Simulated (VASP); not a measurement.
# LiH17O9 in VASP: further runs

LiH17O9 is run at these levels: PBE+D3(BJ); tasks: single point.

Everything below comes from runs of VASP 6.6.1. Logs are shortened: lines on timing, memory, paths and dates and some standing lists are left out, and cuts for length are marked.

## (1) The cell of the first run

The cell holds an amorphous packing of atoms, 27 atoms: a = 6.573 Å, b = 6.573 Å, c = 6.573 Å, α = 90.00°, β = 90.00°, γ = 90.00°.

## (2) Single point, PBE+D3(BJ)

Contents of INCAR:

```
SYSTEM = LiH17O9
  PREC = Accurate
  ENCUT = 650
  EDIFF = 1E-6
  ISMEAR = -1
  SIGMA = 0.02
  LREAL = .False.
  LASPH = .True.
  NELM = 120
  ALGO = Normal
  ISIF = 2
  LWAVE = .False.
  LCHARG = .False.
  GGA = PE
  IVDW = 12
  NBANDS = 56
  GGA_COMPAT = .False.
```

Contents of KPOINTS:

```
Automatic mesh
0
Gamma
  1 1 1
  0 0 0
```

Contents of POSCAR:

```
LiH17O9
1.0
    6.5731380000      0.0000000000      0.0000000000
    0.0000000000      6.5731380000      0.0000000000
    0.0000000000      0.0000000000      6.5731380000
O H Li
9 17 1
Direct
    0.6219860286      0.7037582354      0.2644399068
    0.6172242238      0.5823854603      0.8656139579
   -0.0388398966      0.1733722919      0.5754785614
    0.8693108223      0.0596518740      0.9859370060
    0.3229203464      0.2835631931      0.0586630008
    0.6103021114      0.0892876431      0.3668871702
    0.9903032615      0.6223511510      0.5838763769
    1.0987294044      0.9093982205      0.2737201014
    0.3307400514      0.8097350155      0.6994071933
    0.6160071491      0.6656333702      0.1122142879
    0.7321008626      0.6401052283      0.3420892730
    0.5141684231      0.6721142931      0.7794907090
    0.5766804227      0.4465751366      0.8800667200
    0.0398744101      0.0887703864      0.4647247631
   -0.0235960359      0.3287014513      0.5469077327
    0.8731446076      0.1161697807      0.8426264594
    0.8076812019     -0.0649613624      0.9966016232
    0.3840327101      0.2033731834      0.1747415009
    0.2293729418      0.1831393164      0.0010953672
    0.6974598738      0.1580067237      0.4553228610
    0.7160659034      0.0469030165      0.2699015295
    1.1176397027      0.6912375794      0.6524128962
    0.8955083554      0.6392989163      0.7002135053
    1.0447065009      0.9047429097      0.1355212685
    1.0374496930      0.7967427430      0.3461664733
    0.3243960495      0.8972579003      0.8133862396
    0.3964012318      0.8227425014      0.3959144019
```

Potentials or basis: VASP PAW PBE potentials, release 64 (O, H, Li_sv).

Run with:

```bash
$ cat potpaw_PBE.64/O/POTCAR potpaw_PBE.64/H/POTCAR potpaw_PBE.64/Li_sv/POTCAR > POTCAR
$ mpirun -np 1 vasp_gam > vasp.out
```

OUTCAR:

```text
SYSTEM = LiH17O9
   PREC = Accurate
   ENCUT = 650
   EDIFF = 1E-6
   ISMEAR = -1
   LREAL = .False.
   LASPH = .True.
   NELM = 120
   ISIF = 2
   GGA = PE
   IVDW = 12
 IVDW          = 12

 ion  position               nearest neighbor table
   1  0.622  0.704  0.264-  11 0.98  10 1.03  27 1.89
   2  0.617  0.582  0.866-  13 0.94  12 1.06
   3  0.961  0.173  0.575-  15 1.04  14 1.05
   4  0.869  0.060  0.986-  17 0.92  16 1.01
   5  0.323  0.284  0.059-  19 0.98  18 1.01
   6  0.610  0.089  0.367-  20 0.93  21 0.98  27 2.25
   7  0.990  0.622  0.584-  23 0.99  22 1.05
   8  0.099  0.909  0.274-  25 0.97  24 0.98  27 2.19
   9  0.331  0.810  0.699-  26 0.95  27 2.04
  10  0.616  0.666  0.112-   1 1.03
  11  0.732  0.640  0.342-   1 0.98
  12  0.514  0.672  0.779-   2 1.06
  13  0.577  0.447  0.880-   2 0.94
  14  0.040  0.089  0.465-   3 1.05
  15  0.976  0.329  0.547-   3 1.04
[... 9 lines left out ...]
  25  0.037  0.797  0.346-   8 0.97
  26  0.324  0.897  0.813-   9 0.95
  27  0.396  0.823  0.396-   1 1.89   9 2.04   8 2.19   6 2.25

  LATTYP: Found a simple cubic cell.
 ALAT       =     6.5731380000

  Lattice vectors:

 A1 = (   6.5731380000,   0.0000000000,   0.0000000000)
 A2 = (   0.0000000000,   6.5731380000,   0.0000000000)
 A3 = (   0.0000000000,   0.0000000000,   6.5731380000)

Analysis of symmetry for initial positions (statically):
=====================================================================
 Subroutine PRICEL returns:
 Original cell was already a primitive cell.

 Routine SETGRP: Setting up the symmetry group for a
 simple cubic supercell.

 Subroutine GETGRP returns: Found  1 space group operations
 (whereof  1 operations were pure point group operations)
 out of a pool of 48 trial point group operations.

The static configuration has the point symmetry C_1 .

Analysis of symmetry for dynamics (positions and initial velocities):
=====================================================================
 Subroutine PRICEL returns:
 Original cell was already a primitive cell.

 Routine SETGRP: Setting up the symmetry group for a
 simple cubic supercell.

 Subroutine GETGRP returns: Found  1 space group operations
 (whereof  1 operations were pure point group operations)
 out of a pool of 48 trial point group operations.

The dynamic configuration has the point symmetry C_1 .

 Subroutine INISYM returns: Found  1 space group operations
 (whereof  1 operations are pure point group operations),
 and found     1 'primitive' translations

----------------------------------------------------------------------------------------

                                     Primitive cell

  volume of cell :     283.9999

  direct lattice vectors                    reciprocal lattice vectors
     6.573138000  0.000000000  0.000000000     0.152134338  0.000000000  0.000000000
     0.000000000  6.573138000  0.000000000     0.000000000  0.152134338  0.000000000
     0.000000000  0.000000000  6.573138000     0.000000000  0.000000000  0.152134338

  length of vectors
     6.573138000  6.573138000  6.573138000     0.152134338  0.152134338  0.152134338

  position of ions in fractional coordinates (direct lattice)
     0.621986029  0.703758235  0.264439907
     0.617224224  0.582385460  0.865613958
     0.961160103  0.173372292  0.575478561
     0.869310822  0.059651874  0.985937006
     0.322920346  0.283563193  0.058663001
     0.610302111  0.089287643  0.366887170
[... 19 lines left out ...]
     0.324396050  0.897257900  0.813386240
     0.396401232  0.822742501  0.395914402

  ion indices of the primitive-cell ions
   primitive index   ion index
                 1           1
                 2           2
                 3           3
                 4           4
                 5           5
                 6           6
[... 19 lines left out ...]
                26          26
                27          27

----------------------------------------------------------------------------------------

 KPOINTS: Automatic mesh

Automatic generation of k-mesh.
 Grid dimensions read from file:
 generate k-points for:    1    1    1

 Generating k-lattice:

  Cartesian coordinates                     Fractional coordinates (reciprocal lattice)
     0.152134338  0.000000000  0.000000000     1.000000000  0.000000000  0.000000000
     0.000000000  0.152134338  0.000000000     0.000000000  1.000000000  0.000000000
     0.000000000  0.000000000  0.152134338     0.000000000  0.000000000  1.000000000

  Length of vectors
     0.152134338  0.152134338  0.152134338

  Shift w.r.t. Gamma in fractional coordinates (k-lattice)
     0.000000000  0.000000000  0.000000000

 Subroutine IBZKPT returns following result:
 ===========================================

 Found      1 irreducible k-points:

 Following reciprocal coordinates:
            Coordinates               Weight
  0.000000  0.000000  0.000000      1.000000
   k-points           NKPTS =      1   k-points in BZ     NKDIM =      1   number of bands    NBANDS=     56
   number of dos      NEDOS =    301   number of ions     NIONS =     27
   total plane-waves  NPLWV = 175616
   dimension x,y,z NGX =    56 NGY =   56 NGZ =   56
   dimension x,y,z NGXF=   112 NGYF=  112 NGZF=  112
   ions per type =               9  17   1
   NGX,Y,Z   is equivalent  to a cutoff of  14.16, 14.16, 14.16 a.u.
   NGXF,Y,Z  is equivalent  to a cutoff of  28.33, 28.33, 28.33 a.u.
 SYSTEM =  LiH17O9
   PREC   = accura    normal or accurate (medium, high low for compatibility)
   ISTART =      0    job   : 0-new  1-cont  2-samecut
   ICHARG =      2    charge: 1-file 2-atom 10-const
   ISPIN  =      1    spin polarized calculation?
   LNONCOLLINEAR =      F non collinear calculations
   LSORBIT =      F    spin-orbit coupling
   LASPH  =      T    aspherical Exc in radial PAW
   ENCUT  =  650.0 eV  47.77 Ry    6.91 a.u.  13.66 13.66 13.66*2*pi/ulx,y,z
   NELM   =    120;   NELMIN=  2; NELMDL= -5     # of ELM steps
   EDIFF  = 0.1E-05   stopping-criterion for ELM
   LREAL  =      F    real-space projection
   EDIFFG = 0.1E-04   stopping-criterion for IOM
   NSW    =      0    number of steps for IOM
   IBRION =     -1    ionic relax: 0-MD 1-quasi-New 2-CG
   NFREE  =      0    steps in history (QN), initial steepest desc. (CG)
   ISIF   =      2    stress and relaxation
   ISYM   =      2    0-nonsym 1-usesym 2-fastsym
   POTIM  = 0.5000    time-step for ionic-motion
   TEBEG  =    0.0;   TEEND  =   0.0 temperature during run
   PSTRESS=    0.0 pullay stress
   NELECT =      74.0000    total number of electrons
   NUPDOWN=      -1.0000    fix difference up-down
   EMIN   =  10.00;   EMAX   =-10.00  energy-range for DOS
   EFERMI =   0.00;   METHOD = LEGACY
   ISMEAR =    -1;   SIGMA  =   0.02  broadening in eV -4-tet -1-fermi 0-gaus
   EFERMI_NEDOS =   21; number of points for ismear=-14 and -15
   IALGO  =     38    algorithm
   IMIX   =      4    mixing-type and parameters
     AMIX     =   0.40;   BMIX     =  1.00
     AMIX_MAG =   1.60;   BMIX_MAG =  1.00
  volume/ion in A,a.u.               =      10.52        70.98
  Fermi-wavevector in a.u.,A,eV,Ry     =   1.045633  1.975960 14.875910  1.093349
  Thomas-Fermi vector in A             =   2.180437
   LORBIT       =      0    0 simple, 1 ext, 2 COOP (PROOUT), +10 PAW based schemes
   GGA     = PE    functional components
   LHFCALC =     F    Hartree Fock is set to
   AEXX    =    0.0000 exact exchange contribution
   IVDW    =    12    specifies the selected vdW correction
   LEPSILON=     F    determine dielectric tensor
   LRPA    =     F    only Hartree local field effects (RPA)
 non-spin polarized calculation
  energy-cutoff  :      650.00
  volume of cell :      284.00
 maximum number of plane-waves:      5390
 NGX is ok and might be reduce to    54
   NGX = 27   NGY = 27   NGZ = 27

 number of electron      73.9999999 magnetization

 Free energy of the ion-electron system (eV)
  ---------------------------------------------------
  ext. energy  EPLUGINS =         0.00000000
  ---------------------------------------------------
  free energy    TOTEN  =      -130.55714551 eV

  energy without entropy =     -130.55714551  energy(sigma->0) =     -130.55714551

 E-fermi :  -2.1401     XC(G=0):  -6.7121

 val. band max:       -2.7700294215   @ k =   0.0000   0.0000   0.0000
 cond. band min:       0.8558032998   @ k =   0.0000   0.0000   0.0000
 fundamental gap:      3.6258327213
 Fermi energy:        -2.1400769666

 k-point     1 :       0.0000    0.0000    0.0000
  band No.  band energies     occupation
      1     -46.1071      2.00000
      2     -23.2432      2.00000
      3     -22.6155      2.00000
      4     -22.2953      2.00000
      5     -22.0065      2.00000
      6     -21.6213      2.00000
[... 41 lines left out ...]
     48       6.3540      0.00000
     49       6.7510      0.00000
 [bands above 49 left out]

------------------------ aborting loop because EDIFF is reached ----------------------------------------

 Edisp (eV)   -1.00056

 E8    (eV) :    -0.2245

  FORCE on cell =-STRESS in cart. coord.  units (eV):
  Direction    XX          YY          ZZ          XY          YZ          ZX
  --------------------------------------------------------------------------------------
  -------------------------------------------------------------------------------------
  Total      -2.06057     1.50889    -5.58382     3.11874     2.16902     1.12041
  in kB     -11.62462     8.51238   -31.50098    17.59428    12.23645     6.32073
  external pressure =      -11.54 kB  Pullay stress =        0.00 kB

 VOLUME and BASIS-vectors are now :
 -----------------------------------------------------------------------------
  energy-cutoff  :      650.00
  volume of cell :      284.00
      direct lattice vectors                 reciprocal lattice vectors
     6.573138000  0.000000000  0.000000000     0.152134338  0.000000000  0.000000000
     0.000000000  6.573138000  0.000000000     0.000000000  0.152134338  0.000000000
     0.000000000  0.000000000  6.573138000     0.000000000  0.000000000  0.152134338

 POSITION                                       TOTAL-FORCE (eV/Angst)
 -----------------------------------------------------------------------------------
      4.08840      4.62590      1.73820        -0.122598     -0.199537     -0.986922
      4.05710      3.82810      5.68980         1.085237      2.972198     -0.357926
      6.31784      1.13960      3.78270         0.830216      1.259382     -1.410320
      5.71410      0.39210      6.48070         1.737408      3.453357     -0.748129
      2.12260      1.86390      0.38560         0.419398     -1.177289      0.893837
      4.01160      0.58690      2.41160        -1.347407     -1.010967     -2.026514
[... 19 lines left out ...]
      2.13230      5.89780      5.34650        -0.123723      0.960420      0.766260
      2.60560      5.40800      2.60240         0.130849      0.621169      0.697469
 -----------------------------------------------------------------------------------
    total drift:                               -0.001071      0.000761     -0.000598

  FREE ENERGIE OF THE ION-ELECTRON SYSTEM (eV)
  ---------------------------------------------------
  free  energy   TOTEN  =      -131.5577086794 eV

  energy  without entropy=     -131.5577086794  energy(sigma->0) =     -131.55770868
```

Wall time 89 s (1 thread of Intel Xeon 8259CL, shared host); peak memory 0.41 GiB.

What came out:

```
Free energy                : -131.5577 eV
Pressure                   : -1.2 GPa
Largest force              : 3.938 eV/Å
Band gap on the k mesh     : 3.63 eV
Dispersion energy per atom : -0.037 eV
```

Forces in eV/Å, atoms in the order of the input:
```
O   -0.123 -0.200 -0.987
O    1.085  2.972 -0.358
O    0.830  1.259 -1.410
O    1.737  3.453 -0.748
O    0.419 -1.177  0.894
O   -1.347 -1.011 -2.027
O    0.221  0.411  1.012
O    1.062 -0.152  0.325
O    0.273 -1.478 -1.561
H    0.411 -0.585  0.934
H   -0.185 -0.070 -0.542
H   -0.365 -0.713  0.559
H   -1.122 -1.812  0.126
H   -1.126  1.477  1.424
H    0.255 -2.029  0.409
H    0.033 -0.984  0.625
H   -1.939 -2.862 -0.673
H   -0.111  0.945 -0.773
H   -0.113  0.419 -0.094
H    1.324  1.359  2.264
H   -0.696 -0.036 -0.146
H    0.234 -0.207 -0.619
H   -0.356 -0.396 -0.622
H    0.036  0.558 -0.180
H   -0.445 -0.724  0.703
H   -0.124  0.960  0.766
Li   0.131  0.621  0.697
```

Caveat: the k points lie up to 0.96 Å⁻¹ apart.

## (3) Single point, PBE+D3(BJ)

Contents of INCAR:

```
PREC = Accurate ; ENCUT = 650
EDIFF = 1E-6 ; ISMEAR = -1
SIGMA = 0.02 ; LREAL = False
LASPH = True ; NELM = 120
ALGO = Normal ; ISIF = 2
LWAVE = False ; LCHARG = False
GGA = PE ; IVDW = 12
NBANDS = 56 ; GGA_COMPAT = False
```

Contents of KPOINTS:

```
Automatic mesh
0
Gamma
  1 1 1
```

Contents of POSCAR:

```
LiH17O9
1.0
    6.5731380000      0.0000000000      0.0000000000
    0.0000000000      6.5731380000      0.0000000000
    0.0000000000      0.0000000000      6.5731380000
O H Li
9 17 1
Direct
    0.6329549144      0.6875863553      0.2565137078
    0.6541015874      0.6023150587      0.8599697739
   -0.0303508005      0.1748784218      0.5864474472
    0.8813446485      0.0414566072      0.9699781140
    0.3100954217      0.2703883594      0.0189407251
    0.5633382412      0.0969247869      0.3912590912
    0.9708909200      0.6153681849      0.5582721677
    1.1115999695      0.8997529034      0.3265867840
    0.3341478606      0.7751853072      0.6884078807
    0.6289385678      0.6519108529      0.0995719244
    0.7420504484      0.6123711384      0.3295686170
    0.5207862668      0.6604455893      0.8082440989
    0.6322094561      0.4554597819      0.8826073635
    0.0254977151      0.0589368426      0.5162983038
    0.0459749970      0.2990656822      0.5700930058
    0.9581268490      0.1116209640      0.8627081920
    0.7821226331     -0.0297726900      0.9006961363
    0.3448429046      0.2103865764      0.1551770250
    0.1807051670      0.3204405567      0.0574154993
    0.7053556460      0.1324025146      0.4307227385
    0.6118386682     -0.0193362744      0.2932997908
    1.0835159706      0.6596544907      0.6408354731
    0.8559077871      0.5988463957      0.6470729810
    1.0446304337      0.9182676524      0.1854973987
    1.0424701261      0.7760372595      0.3727139153
    0.2648810964      0.8604566038      0.7772695477
    0.3922936047      0.8878559982      0.4747047757
```

Potentials or basis: VASP PAW PBE potentials, release 64 (O, H, Li_sv).

Run with:

```bash
$ cat potpaw_PBE.64/O/POTCAR potpaw_PBE.64/H/POTCAR potpaw_PBE.64/Li_sv/POTCAR > POTCAR
$ mpirun -np 1 vasp_gam > vasp.out
```

It took 94 s on 1 thread of Intel Xeon 8259CL, shared host; peak memory 0.41 GiB.

It converged, with:

```
Free energy                : -131.6032 eV
Pressure                   : 0.9 GPa
Largest force              : 3.200 eV/Å
Band gap on the k mesh     : 3.84 eV
Dispersion energy per atom : -0.037 eV
```

Forces on the atoms (eV/Å):
```
O    0.104 -0.048 -0.812
O    0.345 -0.857  0.421
O   -1.351  0.518  1.207
O    2.209  1.319  1.903
O    1.196 -1.094  1.272
O    1.866 -1.552 -1.696
O   -0.577 -0.974 -1.341
O   -0.502  0.301 -2.364
O    0.614 -2.395  0.367
H    0.564  0.167  1.760
H   -0.672  0.468 -0.845
H   -0.727  0.219 -0.630
H   -0.203  0.522 -0.213
H    0.892 -0.379 -1.015
H    0.301  0.284 -0.413
H   -0.127 -0.053 -0.349
H   -2.052 -1.557 -1.357
H    0.547  0.283 -1.076
H   -1.523  0.885 -0.161
H   -0.627  0.588  0.563
H   -0.801  1.060  0.874
H    1.713  0.509  0.731
H   -0.977  0.054  0.884
H    0.750  0.398  1.346
H   -0.123 -0.427  0.633
H   -0.970  1.512  1.874
Li   0.129  0.251 -1.563
```

Stress tensor (GPa, compression positive):
```
 0.78  1.38 -1.66
 1.38  1.40 -0.08
-1.66 -0.08  0.42
```

Levels at points of the mesh, in eV from the valence-band top:
| k point | band 35 | band 36 | band 37 | band 38 | band 39 | band 40 |
| --- | --- | --- | --- | --- | --- | --- |
| (0.00, 0.00, 0.00) | -0.89 | -0.13 | 0.00 | 3.84 | 6.96 | 7.17 |

Caveat: the k points lie up to 0.96 Å⁻¹ apart.

## (4) Single point, PBE+D3(BJ)

Contents of INCAR:

```
SYSTEM = LiH17O9
PREC = Accurate
ENCUT = 650
EDIFF = 1E-6
ISMEAR = -1
SIGMA = 0.02
LREAL = .False.
LASPH = .True.
NELM = 120
ALGO = Normal
ISIF = 2
LWAVE = .False.
LCHARG = .False.
GGA = PE
IVDW = 12
NBANDS = 56
GGA_COMPAT = .False.
```

Contents of KPOINTS:

```
Automatic mesh
0
Gamma
  1 1 1
  0 0 0
```

Contents of POSCAR:

```
LiH17O9
1.0
    6.5731380000      0.0000000000      0.0000000000
    0.0000000000      6.5731380000      0.0000000000
    0.0000000000      0.0000000000      6.5731380000
O H Li
9 17 1
Direct
    0.6017673750      0.7136621808      0.2382575872
    0.6325593651      0.6119603757      0.8258612553
   -0.0295444885      0.2206252174      0.5995005734
    0.9152858193      0.0240067986      0.9690653079
    0.2801858108      0.2878533814      0.0042445480
    0.5786581691      0.0988721064      0.3808987427
    0.9568337071      0.6073507052      0.5769390510
    1.1336746619      0.9211734182      0.3137162190
    0.3051510557      0.7126733076      0.6971251783
    0.6141054699      0.7016131412      0.0881618490
    0.7284952788      0.6988290829      0.3151158549
    0.4550338058      0.6459167600      0.7552861358
    0.6425241643      0.4806684418      0.8908378312
    0.0365730949      0.1671347840      0.4860692108
   -0.0332565663      0.3672979329      0.5616799769
    0.9908661586      0.1015040305      0.8600154143
    0.8437674669     -0.0728571346      0.8925417358
    0.3063833438      0.2264823894      0.1376663627
    0.3491483063      0.4141857359      0.0053551287
    0.6287407932      0.1730984501      0.4965360533
    0.6980684112      0.0707728942      0.2893747248
    1.0971928476      0.6047035678      0.6323920173
    0.8339852290      0.5953473060      0.6766326829
    1.0629778349      0.9612912432      0.1824090716
    1.0312426120      0.8438739610      0.3844130459
    0.2230137265      0.7610520272      0.8159268830
    0.3749655035      0.8493355837      0.4505154159
```

Run with:

```bash
$ cat potpaw_PBE.64/O/POTCAR potpaw_PBE.64/H/POTCAR potpaw_PBE.64/Li_sv/POTCAR > POTCAR
$ mpirun -np 1 vasp_gam > vasp.out
```

Wall time 95 s (1 thread of Intel Xeon 8259CL, shared host); peak memory 0.41 GiB.

It converged, with:

* Free energy: -131.9223 eV
* Pressure: 0.2 GPa
* Largest force: 2.673 eV/Å
* Band gap on the k mesh: 4.23 eV
* Dispersion energy per atom: -0.037 eV

Forces in eV/Å, atoms in the order of the input:
```
O   -0.580  0.097  0.636
O    0.457  0.094  0.236
O   -1.047  0.546  1.364
O    1.714  1.525  0.458
O   -0.693 -1.446  0.293
O    0.186 -0.558 -0.994
O   -1.931  0.047 -0.760
O   -0.263  0.778 -1.122
O   -0.678  0.364  0.792
H    0.598 -0.181  0.101
H   -0.092 -0.307 -0.701
H    0.126  0.245  0.286
H    0.057 -0.488 -0.029
H    1.259 -1.560 -1.768
H   -0.223  0.342  0.478
H   -0.511  0.021  0.604
H   -1.255 -1.608 -0.885
H    0.195  0.237 -0.250
H    0.643  1.206  0.104
H    0.662  0.421  0.359
H   -1.183  0.328  0.908
H    0.094  0.341  0.469
H    0.923  0.499 -0.144
H    0.410 -0.208  0.257
H   -0.536 -0.810  0.728
H    1.027 -0.113 -0.935
Li   0.641  0.188 -0.487
```

Stress tensor (GPa, compression positive):
```
-0.51  1.00  1.58
 1.00  3.03  1.67
 1.58  1.67 -1.86
```

Levels at points of the mesh, in eV from the valence-band top:
| k point | band 35 | band 36 | band 37 | band 38 | band 39 | band 40 |
| --- | --- | --- | --- | --- | --- | --- |
| (0.00, 0.00, 0.00) | -0.41 | -0.26 | 0.00 | 4.23 | 7.12 | 7.47 |

Caveat: the k points lie up to 0.96 Å⁻¹ apart.

(Continued in part 2 of 2.)
